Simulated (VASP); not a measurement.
# Pt (P6_3/mmc) in VASP: notebook, part 2 of 2

VASP 6.6.1.

### Step 5. Single point, PBE, collinear spin

This run uses another cell than the first one, of 15.69 Å³/atom.

Input file INCAR:

```
SYSTEM = Pt
ALGO     = Normal         ! electronic algorithm
EDIFF    = 1E-6           ! SCF threshold, eV
ENCUT    = 520            ! plane-wave cutoff, eV
GGA      = PE             ! functional
ISIF     = 2              ! what is computed and relaxed
ISMEAR   = -1             ! smearing method
ISPIN    = 2              ! spin polarisation
LASPH    = .TRUE.         ! aspherical terms in the spheres
LCHARG   = .FALSE.        ! write CHGCAR
LMAXMIX  = 4              ! l up to which the mixer works
LORBIT   = 11             ! projections on sites
LREAL    = .FALSE.        ! projectors in reciprocal space
LWAVE    = .FALSE.        ! write WAVECAR
MAGMOM   = 1 1 1 1        ! initial moments
NBANDS   = 32             ! bands
NELM     = 150            ! most SCF steps
PREC     = Accurate       ! precision mode
SIGMA    = 0.05           ! smearing width, eV
```

Input file KPOINTS:

```
k-points
0
G
  13 13 4
  0 0 0
```

Input file POSCAR:

```
Pt
1.0
    2.7832511117      0.0000000000      0.0000000000
   -1.3916255559      2.4103661679      0.0000000000
    0.0000000000      0.0000000000      9.3568750714
Pt
4
Direct
    0.0000000000      1.0000000000      1.0000000000
    0.0000000000      1.0000000000      0.5000000000
    0.3333333333      0.6666666667      0.2500000000
    0.6666666667      0.3333333333      0.7500000000
```

Potentials or basis: VASP PAW PBE potentials, release 64 (Pt).

Command:

```sh
cat potpaw_PBE.64/Pt/POTCAR > POTCAR
mpirun -np 1 vasp_std > vasp.out
```

OUTCAR:

```text
SYSTEM = Pt
   EDIFF = 1E-6
   ENCUT = 520
   GGA = PE
   ISIF = 2
   ISMEAR = -1
   ISPIN = 2
   LASPH = .TRUE.
   LORBIT = 11
   LREAL = .FALSE.
   NELM = 150
   PREC = Accurate

 ion  position               nearest neighbor table
   1  0.000  0.000  0.000-   3 2.84   4 2.84   4 2.84   3 2.84   4 2.84   3 2.84
   2  0.000  0.000  0.500-   3 2.84   4 2.84   4 2.84   3 2.84   4 2.84   3 2.84
   3  0.333  0.667  0.250-   1 2.84   2 2.84   1 2.84   2 2.84   1 2.84   2 2.84
   4  0.667  0.333  0.750-   1 2.84   2 2.84   1 2.84   2 2.84   1 2.84   2 2.84

  LATTYP: Found a hexagonal cell.
 ALAT       =     2.7832511117
 C/A-ratio  =     3.3618508341

  Lattice vectors:

 A1 = (   2.7832511117,   0.0000000000,   0.0000000000)
 A2 = (  -1.3916255559,   2.4103661679,   0.0000000000)
 A3 = (   0.0000000000,   0.0000000000,   9.3568750714)

Analysis of symmetry for initial positions (statically):
=====================================================================
 Subroutine PRICEL returns:
[... 1888 lines left out ...]

  FORCE on cell =-STRESS in cart. coord.  units (eV):
  Direction    XX          YY          ZZ          XY          YZ          ZX
  --------------------------------------------------------------------------------------
  -------------------------------------------------------------------------------------
  Total       -0.1757333     -0.1757333     -0.2177116      0.0000000      0.0000000      0.0000000
  in kB       -4.4853712     -4.4853712     -5.5568147      0.0000000      0.0000000      0.0000000
  external PRESSURE =      -4.8425190 kB  Pullay stress =       0.0000000 kB

 VOLUME and BASIS-vectors are now :
 -----------------------------------------------------------------------------
  energy-cutoff  :      520.00
  volume of cell :       62.77
      direct lattice vectors                 reciprocal lattice vectors
     2.783251112  0.000000000  0.000000000     0.359292051  0.207437362  0.000000000
    -1.391625556  2.410366168  0.000000000     0.000000000  0.414874725  0.000000000
     0.000000000  0.000000000  9.356875071     0.000000000  0.000000000  0.106873288

 POSITION                                       TOTAL-FORCE (eV/Angst)
 -----------------------------------------------------------------------------------
      0.00000      0.00000      0.00000        -0.000000     -0.000000      0.000000
      0.00000      0.00000      4.67844        -0.000000     -0.000000      0.000000
     -0.00000      1.60691      2.33922        -0.000000      0.000000     -0.000000
      1.39163      0.80346      7.01766         0.000000     -0.000000     -0.000000
 -----------------------------------------------------------------------------------
    total drift:                               -0.000000      0.000000      0.000000

  FREE ENERGIE OF THE ION-ELECTRON SYSTEM (eV)
  ---------------------------------------------------
  free  energy   TOTEN  =       -24.2903067891 eV

  energy  without entropy=      -24.2234352882  energy(sigma->0) =      -24.25687104

 total charge

# of ion       s       p       d       tot
------------------------------------------
    1        0.616   0.563   8.020   9.200
    2        0.616   0.563   8.020   9.200
    3        0.619   0.566   8.015   9.200
    4        0.619   0.566   8.015   9.200
--------------------------------------------------
tot          2.471   2.259  32.069  36.799

 magnetization (x)

# of ion       s       p       d       tot
------------------------------------------
    1        0.000   0.000   0.000   0.000
    2        0.000   0.000   0.000   0.000
    3        0.000   0.000   0.000   0.000
    4        0.000   0.000   0.000   0.000
--------------------------------------------------
tot          0.000   0.000   0.001   0.001
```

OSZICAR:

```text
N       E                     dE             d eps       ncg     rms          rms(c)
DAV:   1     0.243321200628E+03    0.24332E+03   -0.20094E+04  8112   0.120E+03
DAV:   2    -0.188535671014E+02   -0.26217E+03   -0.24721E+03  8912   0.280E+02
DAV:   3    -0.254860619202E+02   -0.66325E+01   -0.65341E+01  9704   0.441E+01
DAV:   4    -0.255314450392E+02   -0.45383E-01   -0.45372E-01  9128   0.387E+00
DAV:   5    -0.255319729381E+02   -0.52790E-03   -0.52789E-03  9664   0.448E-01    0.239E+01
DAV:   6    -0.242730530361E+02    0.12589E+01   -0.22784E+00  8984   0.986E+00    0.127E+01
DAV:   7    -0.242851665914E+02   -0.12114E-01   -0.56327E-01  9168   0.457E+00    0.555E+00
DAV:   8    -0.243601095380E+02   -0.74943E-01   -0.10241E+00  8536   0.551E+00    0.398E+00
DAV:   9    -0.242924793433E+02    0.67630E-01   -0.84325E-01  8424   0.506E+00    0.186E+00
DAV:  10    -0.242837209083E+02    0.87584E-02   -0.91683E-02  8504   0.169E+00    0.579E-01
DAV:  11    -0.242844114574E+02   -0.69055E-03   -0.10531E-03  9488   0.203E-01    0.459E-01
DAV:  12    -0.242894528855E+02   -0.50414E-02   -0.23348E-03  9080   0.271E-01    0.330E-01
DAV:  13    -0.242903275202E+02   -0.87463E-03   -0.46245E-04  9024   0.135E-01    0.119E-01
DAV:  14    -0.242902773417E+02    0.50179E-04   -0.66739E-05  9312   0.459E-02    0.726E-02
DAV:  15    -0.242903058928E+02   -0.28551E-04   -0.31832E-05  9256   0.347E-02    0.207E-02
DAV:  16    -0.242903067891E+02   -0.89624E-06   -0.13692E-06  5544   0.699E-03
   1 F= -.24290307E+02 E0= -.24256871E+02  d E =-.668715E-01  mag=     0.0012
```

stdout:

```text
POSCAR found type information on POSCAR Pt
 POSCAR found :  1 types and       4 ions
 scaLAPACK will be used
 LDA part: xc-table for (Slater+PW92), standard interpolation
 POSCAR, INCAR and KPOINTS ok, starting setup
 FFT: planning ... GRIDC
 FFT: planning ... GRID_SOFT
 FFT: planning ... GRID
 WAVECAR not read
 entering main loop
```

Run time: 2.3 min. Hardware: 1 thread of AMD EPYC 9R45 (Zen 5), shared host; peak memory 0.3 GiB.

What came out:

```
Free energy                                           : -24.2903 eV
Pressure                                              : -0.5 GPa
Band gap on the k mesh                                : zero (filled and empty bands overlap)
Net moment                                            : 0.00 μB per cell
Valence electrons inside the program's atomic spheres : Pt 9.20
```

Stress tensor (GPa, compression positive):
```
-0.45  0.00  0.00
 0.00 -0.45  0.00
 0.00  0.00 -0.56
```

Caveat: spin-orbit coupling is left out, which moves the levels of the heavy elements.

### Step 6. Single point, PBE, collinear spin (13.81 Å³/atom)

This run uses another cell than the first one, of 13.81 Å³/atom.

Input file INCAR:

```
ALGO = Normal ; EDIFF = 1E-7
ENCUT = 520 ; GGA = PE
ISIF = 2 ; ISMEAR = -1
ISPIN = 2 ; LASPH = T
LCHARG = T ; LELF = T
LMAXMIX = 4 ; LORBIT = 11
LREAL = F ; LVHAR = T
LWAVE = F ; MAGMOM = 1 1 1 1
NBANDS = 32 ; NELM = 150
PREC = Accurate ; SIGMA = 0.05
```

Input file KPOINTS:

```
k-points
0
Gamma
  15 15 4
```

Input file POSCAR:

```
Pt
1.0
    2.6671449288      0.0000000000      0.0000000000
   -1.3335724644      2.3098152639      0.0000000000
    0.0000000000      0.0000000000      8.9665434034
Pt
4
Direct
    0.0000000000      1.0000000000      1.0000000000
    0.0000000000      1.0000000000      0.5000000000
    0.3333333333      0.6666666667      0.2500000000
    0.6666666667      0.3333333333      0.7500000000
```

Potentials or basis: VASP PAW PBE potentials, release 64 (Pt).

Command:

```sh
cat potpaw_PBE.64/Pt/POTCAR > POTCAR
mpirun -np 1 vasp_std > vasp.out
```

OUTCAR:

```text
EDIFF = 1E-7
   ENCUT = 520
   GGA = PE
   ISIF = 2
   ISMEAR = -1
   ISPIN = 2
   LASPH = T
   LORBIT = 11
   LREAL = F
   NELM = 150
   PREC = Accurate

 ion  position               nearest neighbor table
   1  0.000  0.000  0.000-   3 2.72   4 2.72   3 2.72   4 2.72   4 2.72   3 2.72
   2  0.000  0.000  0.500-   3 2.72   4 2.72   3 2.72   4 2.72   4 2.72   3 2.72
   3  0.333  0.667  0.250-   1 2.72   2 2.72   1 2.72   2 2.72   1 2.72   2 2.72
   4  0.667  0.333  0.750-   1 2.72   2 2.72   1 2.72   2 2.72   1 2.72   2 2.72

  LATTYP: Found a hexagonal cell.
 ALAT       =     2.6671449288
 C/A-ratio  =     3.3618508340

  Lattice vectors:

 A1 = (   2.6671449288,   0.0000000000,   0.0000000000)
 A2 = (  -1.3335724644,   2.3098152639,   0.0000000000)
 A3 = (   0.0000000000,   0.0000000000,   8.9665434034)

Analysis of symmetry for initial positions (statically):
=====================================================================
 Subroutine PRICEL returns:
 Original cell was already a primitive cell.

 Routine SETGRP: Setting up the symmetry group for a
 hexagonal supercell.

 Subroutine GETGRP returns: Found 24 space group operations
 (whereof 12 operations were pure point group operations)
 out of a pool of 24 trial point group operations.

The static configuration has the point symmetry D_3d.
 The point group associated with its full space group is D_6h.

Analysis of symmetry for dynamics (positions and initial velocities):
=====================================================================
 Subroutine PRICEL returns:
 Original cell was already a primitive cell.

 Routine SETGRP: Setting up the symmetry group for a
 hexagonal supercell.

 Subroutine GETGRP returns: Found 24 space group operations
 (whereof 12 operations were pure point group operations)
[... 166 lines left out ...]
  free energy    TOTEN  =       -23.41272592 eV

  energy without entropy =      -23.36207747  energy(sigma->0) =      -23.38740169

 E-fermi :  13.0619     XC(G=0): -14.0232

 val. band max:       13.0537506017   @ k =   0.3333   0.2667   0.5000
 cond. band min:      13.0637799273   @ k =   0.3333   0.1333   0.2500
 fundamental gap:      0.0100293256
 Fermi energy:        13.0619276248

 spin component 1

 k-point     1 :       0.0000    0.0000    0.0000
  band No.  band energies     occupation
      1       1.7965      1.00000
      2       3.8549      1.00000
      3       3.8565      1.00000
      4       4.6547      1.00000
      5       8.1833      1.00000
      6       8.2330      1.00000
[... 829 lines left out ...]
     31      25.3906      0.00000
     32      25.4448      0.00000

 [... further k-points ...]

 spin component 2

 k-point     1 :       0.0000    0.0000    0.0000
  band No.  band energies     occupation
      1       1.7965      1.00000
      2       3.8549      1.00000
      3       3.8565      1.00000
      4       4.6547      1.00000
      5       8.1833      1.00000
      6       8.2330      1.00000
[... 829 lines left out ...]
     31      25.3906      0.00000
     32      25.4449      0.00000

 [... further k-points ...]

------------------------ aborting loop because EDIFF is reached ----------------------------------------

  FORCE on cell =-STRESS in cart. coord.  units (eV):
  Direction    XX          YY          ZZ          XY          YZ          ZX
  --------------------------------------------------------------------------------------
  -------------------------------------------------------------------------------------
  Total       15.3888548     15.3888548     14.5052490     -0.0000000      0.0000000      0.0000000
  in kB      446.3422180    446.3422180    420.7138936     -0.0000000      0.0000000      0.0000000
  external PRESSURE =     437.7994432 kB  Pullay stress =       0.0000000 kB

 VOLUME and BASIS-vectors are now :
 -----------------------------------------------------------------------------
  energy-cutoff  :      520.00
  volume of cell :       55.24
      direct lattice vectors                 reciprocal lattice vectors
     2.667144929  0.000000000  0.000000000     0.374932756  0.216467528  0.000000000
    -1.333572464  2.309815264  0.000000000     0.000000000  0.432935056  0.000000000
     0.000000000  0.000000000  8.966543403     0.000000000  0.000000000  0.111525697

 POSITION                                       TOTAL-FORCE (eV/Angst)
 -----------------------------------------------------------------------------------
      0.00000      0.00000      0.00000        -0.000000      0.000000      0.000000
      0.00000      0.00000      4.48327        -0.000000      0.000000      0.000000
     -0.00000      1.53988      2.24164        -0.000000      0.000000     -0.000000
      1.33357      0.76994      6.72491         0.000000     -0.000000      0.000000
 -----------------------------------------------------------------------------------
    total drift:                                0.000000     -0.000000      0.000000

  FREE ENERGIE OF THE ION-ELECTRON SYSTEM (eV)
  ---------------------------------------------------
  free  energy   TOTEN  =       -23.4127259179 eV

  energy  without entropy=      -23.3620774700  energy(sigma->0) =      -23.38740169

 total charge

# of ion       s       p       d       tot
------------------------------------------
    1        0.688   0.734   8.142   9.564
    2        0.688   0.734   8.142   9.564
    3        0.691   0.738   8.136   9.565
    4        0.691   0.738   8.136   9.565
--------------------------------------------------
tot          2.759   2.943  32.556  38.258

 magnetization (x)

# of ion       s       p       d       tot
------------------------------------------
    1       -0.000  -0.000   0.000   0.000
    2       -0.000  -0.000   0.000   0.000
    3        0.000  -0.000   0.000   0.000
    4        0.000  -0.000   0.000   0.000
--------------------------------------------------
tot          0.000  -0.000   0.000   0.000
```

It took 2.4 min on 1 thread of AMD EPYC 9R45 (Zen 5), shared host; peak memory 0.29 GiB.

What came out:

```
Free energy                                           : -23.4127 eV
Pressure                                              : 43.8 GPa
Band gap on the k mesh                                : zero (filled and empty bands overlap)
Net moment                                            : 0.00 μB per cell
Valence electrons inside the program's atomic spheres : Pt 9.56
```

Stress tensor (GPa, compression positive):
```
44.63  0.00  0.00
 0.00 44.63  0.00
 0.00  0.00 42.07
```

Levels at points of the mesh, in eV from the Fermi level:
Spin up:
```
           k point  band 17  band 18  band 19  band 20  band 21  band 22  band 23  band 24
(0.00, 0.00, 0.00)    -2.27    -1.56    -1.56    -1.11    -1.05    -1.05    -0.14    -0.14
(0.00, 0.00, 0.50)    -1.94    -1.94    -1.94    -1.94    -0.53    -0.53    -0.53    -0.53
```
Spin down:
| k point | band 17 | band 18 | band 19 | band 20 | band 21 | band 22 | band 23 | band 24 |
| --- | --- | --- | --- | --- | --- | --- | --- | --- |
| (0.00, 0.00, 0.00) | -2.27 | -1.56 | -1.56 | -1.11 | -1.05 | -1.05 | -0.14 | -0.14 |
| (0.00, 0.00, 0.50) | -1.94 | -1.94 | -1.94 | -1.94 | -0.53 | -0.53 | -0.53 | -0.53 |

Caveat: the cell stands under pressure; spin-orbit coupling is left out, which moves the levels of the heavy elements.

### Step 7. The runs side by side

| cell | k mesh | gap on the mesh (eV) | pressure (GPa) | moment (μB) |
| --- | --- | --- | --- | --- |
| a = 2.707, b = 2.707, c = 9.100 Å, angles 90.0, 90.0, 120.0°, 4 atoms | 15 × 15 × 4 | none | 25.1 | 0.00 |
| a = 2.746, b = 2.746, c = 9.230 Å, angles 90.0, 90.0, 120.0°, 4 atoms | 15 × 15 × 4 | none | 10.7 | 0.00 |
| a = 2.783, b = 2.783, c = 9.357 Å, angles 90.0, 90.0, 120.0°, 4 atoms | 17 × 17 × 5 | none | -0.5 | 0.00 |
| a = 2.783, b = 2.783, c = 9.357 Å, angles 90.0, 90.0, 120.0°, 4 atoms | 13 × 13 × 4 | none | -0.5 | 0.00 |
| a = 2.667, b = 2.667, c = 8.967 Å, angles 90.0, 90.0, 120.0°, 4 atoms | 15 × 15 × 4 | none | 43.8 | 0.00 |

Alike in all rows: task single point; level PBE; potentials or basis VASP PAW PBE potentials, release 64 (Pt); spin collinear; cutoff (eV) 520; smearing fermi-dirac 0.05 eV.

Caveats: spin-orbit coupling is left out, which moves the levels of the heavy elements; the cell stands under pressure (at least some runs).

Absolute energies hang on the potentials; compare differences alone.
